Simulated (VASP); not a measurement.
# NiO (I4/mmm) in VASP: electric field gradients with LDA

Aim: the electric field gradients of NiO with LDA.

Program: VASP 6.6.1. These are calculated values, not measurements. Logs are shortened: lines on timing, memory, paths and dates and some standing lists are left out, and cuts for length are marked.

## Step 1: The cell of the first run

It takes space group I4/mmm (No. 139, tetragonal). Conventional cell: a = 2.958 Å, b = 2.958 Å, c = 4.308 Å, α = 90.00°, β = 90.00°, γ = 90.00°. Within 2.8 Å of Ni (site symmetry 4/mmm) lie 6 O at 2.09 to 2.15 Å. Within 2.8 Å of O (site symmetry 4/mmm) lie 6 Ni at 2.09 to 2.15 Å.

## Step 2: Electric field gradients, LDA, collinear spin, ferromagnetic start (zz strain of +3 %)

INCAR

```
SYSTEM = NiO
ALGO     = Normal         ! electronic algorithm
EDIFF    = 1E-8           ! SCF threshold, eV
ENCUT    = 520            ! plane-wave cutoff, eV
GGA      = CA             ! functional
ISIF     = 2              ! what is computed and relaxed
ISMEAR   = -1             ! smearing method
ISPIN    = 2              ! spin polarisation
LASPH    = .TRUE.         ! aspherical terms in the spheres
LCHARG   = .FALSE.        ! write CHGCAR
LEFG     = .TRUE.       
LMAXMIX  = 4              ! l up to which the mixer works
LORBIT   = 11             ! projections on sites
LREAL    = .FALSE.        ! projectors in reciprocal space
LWAVE    = .FALSE.        ! write WAVECAR
MAGMOM   = 1.5 0          ! initial moments
NBANDS   = 19             ! bands
NELM     = 150            ! most SCF steps
PREC     = Accurate       ! precision mode
SIGMA    = 0.03           ! smearing width, eV
```

KPOINTS

```
k-points
0
G
  17 17 17
  0 0 0
```

POSCAR

```
NiO
1.0
    0.0000000000      2.0913100000      2.1540493000
    2.0913100000      0.0000000000      2.1540493000
    2.0913100000      2.0913100000      0.0000000000
Ni O
1 1
Direct
    0.0000000000      0.0000000000      0.0000000000
    0.5000000000      0.5000000000      0.5000000000
```

Potentials or basis: VASP PAW LDA potentials, release 64 (Ni, O).

Run with:

```bash
cat potpaw_LDA.64/Ni/POTCAR potpaw_LDA.64/O/POTCAR > POTCAR
mpirun -np 1 vasp_std > vasp.out
```

OUTCAR:

```text
SYSTEM = NiO
   EDIFF = 1E-8
   ENCUT = 520
   GGA = CA
   ISIF = 2
   ISMEAR = -1
   ISPIN = 2
   LASPH = .TRUE.
   LORBIT = 11
   LREAL = .FALSE.
   NELM = 150
   PREC = Accurate

 ion  position               nearest neighbor table
   1  0.000  0.000  0.000-   2 2.09   2 2.09   2 2.09   2 2.09   2 2.15   2 2.15
   2  0.500  0.500  0.500-   1 2.09   1 2.09   1 2.09   1 2.09   1 2.15   1 2.15

  LATTYP: Found a body centered tetragonal cell.
 ALAT       =     2.9575589651
 C/A-ratio  =     1.4566399692

  Lattice vectors:

 A1 = (  -2.0913100000,   0.0000000000,   2.1540493000)
 A2 = (   2.0913100000,   0.0000000000,   2.1540493000)
 A3 = (   0.0000000000,   2.0913100000,  -2.1540493000)

Analysis of symmetry for initial positions (statically):
=====================================================================
 Subroutine PRICEL returns:
 Original cell was already a primitive cell.

 Routine SETGRP: Setting up the symmetry group for a
 body centered tetragonal supercell.

 Subroutine GETGRP returns: Found 16 space group operations
 (whereof 16 operations were pure point group operations)
 out of a pool of 16 trial point group operations.

The static configuration has the point symmetry D_4h.

Analysis of symmetry for dynamics (positions and initial velocities):
=====================================================================
 Subroutine PRICEL returns:
 Original cell was already a primitive cell.

 Routine SETGRP: Setting up the symmetry group for a
 body centered tetragonal supercell.

 Subroutine GETGRP returns: Found 16 space group operations
 (whereof 16 operations were pure point group operations)
 out of a pool of 16 trial point group operations.

The dynamic configuration has the point symmetry D_4h.

Analysis of structural, dynamic, and magnetic symmetry:
=====================================================================
 Subroutine PRICEL returns:
 Original cell was already a primitive cell.

 Routine SETGRP: Setting up the symmetry group for a
 body centered tetragonal supercell.

 Subroutine GETGRP returns: Found 16 space group operations
 (whereof 16 operations were pure point group operations)
 out of a pool of 16 trial point group operations.

The overall configuration has the point symmetry D_4h.

 Subroutine INISYM returns: Found 16 space group operations
 (whereof 16 operations are pure point group operations),
 and found     1 'primitive' translations

----------------------------------------------------------------------------------------

                                     Primitive cell

  volume of cell :      18.8418

  direct lattice vectors                    reciprocal lattice vectors
     0.000000000  2.091310000  2.154049300    -0.239084593  0.239084593  0.232120964
     2.091310000  0.000000000  2.154049300     0.239084593 -0.239084593  0.232120964
     2.091310000  2.091310000  0.000000000     0.239084593  0.239084593 -0.232120964

  length of vectors
     3.002250140  3.002250140  2.957558965     0.410125624  0.410125624  0.410125624

  position of ions in fractional coordinates (direct lattice)
     0.000000000  0.000000000  0.000000000
     0.500000000  0.500000000  0.500000000

  ion indices of the primitive-cell ions
   primitive index   ion index
                 1           1
                 2           2

----------------------------------------------------------------------------------------

 KPOINTS: k-points

Automatic generation of k-mesh.
 Grid dimensions read from file:
 generate k-points for:   17   17   17

 Generating k-lattice:

  Cartesian coordinates                     Fractional coordinates (reciprocal lattice)
    -0.014063800  0.014063800  0.013654174     0.058823529  0.000000000  0.000000000
     0.014063800 -0.014063800  0.013654174     0.000000000  0.058823529  0.000000000
     0.014063800  0.014063800 -0.013654174     0.000000000  0.000000000  0.058823529

  Length of vectors
     0.024125037  0.024125037  0.024125037

  Shift w.r.t. Gamma in fractional coordinates (k-lattice)
     0.000000000  0.000000000  0.000000000

 Subroutine IBZKPT returns following result:
 ===========================================

 Found    405 irreducible k-points:

 Following reciprocal coordinates:
            Coordinates               Weight
  0.000000  0.000000  0.000000      1.000000
  0.058824 -0.000000  0.000000      8.000000
  0.117647 -0.000000  0.000000      8.000000
  0.176471 -0.000000  0.000000      8.000000
  0.235294 -0.000000  0.000000      8.000000
  0.294118  0.000000  0.000000      8.000000
[... 16 lines left out ...]
 -0.176471  0.058824  0.000000      8.000000
 -0.117647  0.058824  0.000000      8.000000
 [... further k-points ...]
   k-points           NKPTS =    405   k-points in BZ     NKDIM =    405   number of bands    NBANDS=     19
   number of dos      NEDOS =    301   number of ions     NIONS =      2
   total plane-waves  NPLWV =  13824
   dimension x,y,z NGX =    24 NGY =   24 NGZ =   24
   dimension x,y,z NGXF=    48 NGYF=   48 NGZF=   48
   ions per type =               1   1
   NGX,Y,Z   is equivalent  to a cutoff of  13.29, 13.29, 13.49 a.u.
   NGXF,Y,Z  is equivalent  to a cutoff of  26.58, 26.58, 26.98 a.u.
 SYSTEM =  NiO
   PREC   = accura    normal or accurate (medium, high low for compatibility)
   ISTART =      0    job   : 0-new  1-cont  2-samecut
   ICHARG =      2    charge: 1-file 2-atom 10-const
   ISPIN  =      2    spin polarized calculation?
   LNONCOLLINEAR =      F non collinear calculations
   LSORBIT =      F    spin-orbit coupling
   LASPH  =      T    aspherical Exc in radial PAW
   ENCUT  =  520.0 eV  38.22 Ry    6.18 a.u.   5.58  5.58  5.50*2*pi/ulx,y,z
   NELM   =    150;   NELMIN=  2; NELMDL= -5     # of ELM steps
   EDIFF  = 0.1E-07   stopping-criterion for ELM
   LREAL  =      F    real-space projection
   EDIFFG = 0.1E-06   stopping-criterion for IOM
   NSW    =      0    number of steps for IOM
   IBRION =     -1    ionic relax: 0-MD 1-quasi-New 2-CG
   NFREE  =      0    steps in history (QN), initial steepest desc. (CG)
   ISIF   =      2    stress and relaxation
   ISYM   =      2    0-nonsym 1-usesym 2-fastsym
   POTIM  = 0.5000    time-step for ionic-motion
   TEBEG  =    0.0;   TEEND  =   0.0 temperature during run
   PSTRESS=    0.0 pullay stress
   NELECT =      16.0000    total number of electrons
   NUPDOWN=      -1.0000    fix difference up-down
   EMIN   =  10.00;   EMAX   =-10.00  energy-range for DOS
   EFERMI =   0.00;   METHOD = LEGACY
   ISMEAR =    -1;   SIGMA  =   0.03  broadening in eV -4-tet -1-fermi 0-gaus
   EFERMI_NEDOS =   21; number of points for ismear=-14 and -15
   IALGO  =     38    algorithm
   IMIX   =      4    mixing-type and parameters
     AMIX     =   0.40;   BMIX     =  1.00
     AMIX_MAG =   1.60;   BMIX_MAG =  1.00
  volume/ion in A,a.u.               =       9.42        63.58
  Fermi-wavevector in a.u.,A,eV,Ry     =   1.550270  2.929585 32.699385  2.403337
  Thomas-Fermi vector in A             =   2.654957
   LORBIT       =     11    0 simple, 1 ext, 2 COOP (PROOUT), +10 PAW based schemes
   GGA     = CA    functional components
   LHFCALC =     F    Hartree Fock is set to
   AEXX    =    0.0000 exact exchange contribution
   IVDW    =     0    specifies the selected vdW correction
   LEPSILON=     F    determine dielectric tensor
   LRPA    =     F    only Hartree local field effects (RPA)
 spin polarized calculation
  energy-cutoff  :      520.00
  volume of cell :       18.84
 maximum number of plane-waves:       533
   NGX = 11   NGY = 11   NGZ = 11

 number of electron      16.0000014 magnetization       0.0012253

 Free energy of the ion-electron system (eV)
  ---------------------------------------------------
  ext. energy  EPLUGINS =         0.00000000
  ---------------------------------------------------
  free energy    TOTEN  =       -13.19141568 eV

  energy without entropy =      -13.18507328  energy(sigma->0) =      -13.18824448

 E-fermi :   6.9648     XC(G=0): -12.9765

 val. band max:        6.9622355578   @ k =  -0.1176   0.1176   0.0588
 cond. band min:       6.9669850214   @ k =  -0.3529   0.2353   0.0588
 fundamental gap:      0.0047494635
 Fermi energy:         6.9647932106

 spin component 1

 k-point     1 :       0.0000    0.0000    0.0000
  band No.  band energies     occupation
      1     -12.8313      1.00000
      2       4.0129      1.00000
      3       4.0129      1.00000
      4       4.1254      1.00000
      5       5.1963      1.00000
      6       5.3490      1.00000
[... 11 lines left out ...]
     18      32.1059      0.00000
     19      33.2922      0.00000
[... 485 lines left out ...]
 k-point    24 :      -0.1176    0.0588    0.0000
  band No.  band energies     occupation
      1     -12.5930      1.00000
      2       2.5035      1.00000
      3       3.0980      1.00000
      4       3.4955      1.00000
      5       5.4519      1.00000
      6       5.4821      1.00000
[... 11 lines left out ...]
     18      33.8608      0.00000
     19      36.3764      0.00000

 [... further k-points ...]

 spin component 2

 k-point     1 :       0.0000    0.0000    0.0000
  band No.  band energies     occupation
      1     -12.8310      1.00000
      2       4.0133      1.00000
      3       4.0133      1.00000
      4       4.1257      1.00000
      5       5.1969      1.00000
      6       5.3497      1.00000
[... 11 lines left out ...]
     18      32.1063      0.00000
     19      33.2926      0.00000
[... 485 lines left out ...]
 k-point    24 :      -0.1176    0.0588    0.0000
  band No.  band energies     occupation
      1     -12.5927      1.00000
      2       2.5038      1.00000
      3       3.0986      1.00000
      4       3.4959      1.00000
      5       5.4526      1.00000
      6       5.4830      1.00000
[... 11 lines left out ...]
     18      33.8611      0.00000
     19      36.3767      0.00000

 [... further k-points ...]
[... 5 lines left out ...]
  --------------------------------------------------------------------------------------
  -------------------------------------------------------------------------------------
  Total       -2.9317172     -2.9317172     -3.0189982      0.0000000     -0.0000000      0.0000000
  in kB     -249.2930673   -249.2930673   -256.7148361      0.0000000     -0.0000000      0.0000000
  external PRESSURE =    -251.7669902 kB  Pullay stress =       0.0000000 kB

 VOLUME and BASIS-vectors are now :
 -----------------------------------------------------------------------------
  energy-cutoff  :      520.00
  volume of cell :       18.84
      direct lattice vectors                 reciprocal lattice vectors
     0.000000000  2.091310000  2.154049300    -0.239084593  0.239084593  0.232120964
     2.091310000  0.000000000  2.154049300     0.239084593 -0.239084593  0.232120964
     2.091310000  2.091310000  0.000000000     0.239084593  0.239084593 -0.232120964

 POSITION                                       TOTAL-FORCE (eV/Angst)
 -----------------------------------------------------------------------------------
      0.00000      0.00000      0.00000         0.000000     -0.000000     -0.000000
      2.09131      2.09131      2.15405        -0.000000      0.000000      0.000000
 -----------------------------------------------------------------------------------
    total drift:                                0.000000     -0.000000     -0.000000

  FREE ENERGIE OF THE ION-ELECTRON SYSTEM (eV)
  ---------------------------------------------------
  free  energy   TOTEN  =       -13.1914156770 eV

  energy  without entropy=      -13.1850732764  energy(sigma->0) =      -13.18824448

 Electric field gradients (V/A^2)
---------------------------------------------------------------------
 ion       V_xx      V_yy      V_zz      V_xy      V_xz      V_yz
---------------------------------------------------------------------
   1       2.362     2.362    -4.725    -0.004    -0.002    -0.002
   2       2.144     2.144    -4.289    -0.003    -0.002    -0.002
---------------------------------------------------------------------

 Electric field gradients after diagonalization (V/A^2)
 (convention: |V_zz| > |V_xx| > |V_yy|)
----------------------------------------------------------------------
 ion       V_xx      V_yy      V_zz     asymmetry (V_yy - V_xx)/ V_zz
----------------------------------------------------------------------
   1       2.367     2.358    -4.725       0.002
   2       2.147     2.141    -4.289       0.001
----------------------------------------------------------------------

           NMR quadrupolar parameters

 Cq : quadrupolar parameter    Cq=e*Q*V_zz/h
 eta: asymmetry parameters     (V_yy - V_xx)/ V_zz
 Q  : nuclear electric quadrupole moment in mb (millibarn)
----------------------------------------------------------------------
 ion       Cq(MHz)       eta       Q (mb)
----------------------------------------------------------------------
   1      -0.011       0.002       1.000
   2      -0.010       0.001       1.000
----------------------------------------------------------------------

 total charge

# of ion       s       p       d       tot
------------------------------------------
    1        0.320   0.369   8.339   9.027
    2        1.563   3.314   0.000   4.877
--------------------------------------------------
tot          1.882   3.684   8.339  13.904

 magnetization (x)

# of ion       s       p       d       tot
------------------------------------------
    1        0.000   0.000   0.001   0.001
    2        0.000   0.000   0.000   0.000
--------------------------------------------------
tot          0.000   0.000   0.001   0.001
```

Run time: 8.3 min. Hardware: 1 thread of AMD EPYC 7R13 (Zen 3), shared host; peak memory 0.29 GiB.

What came out:

- Free energy: -13.1914 eV
- Pressure: -25.2 GPa
- Band gap on the k mesh: zero (filled and empty bands overlap)
- Net moment: 0.00 μB per cell
- Largest electric field gradient by atom: Ni -4.7; O -4.3 V/Å²
- Valence electrons inside the program's atomic spheres: Ni 9.03; O 4.88

Electric field gradients, principal values (V/Å²):
| atom | least | middle | greatest (by size) |
| --- | --- | --- | --- |
| 1 Ni | 2.358 | 2.367 | -4.725 |
| 2 O | 2.141 | 2.147 | -4.289 |

Caveat: the cell differs from its parent crystal (zz strain of +3 %); the cell stands under tension; the moments typed at the start vanished in this run; without QUAD_EFG the Cq values of the log hold for a quadrupole moment of 1 mb, not for the nuclei; semilocal functionals often make such compounds metallic where correlation or magnetic order opens a gap, which also shifts bond lengths.
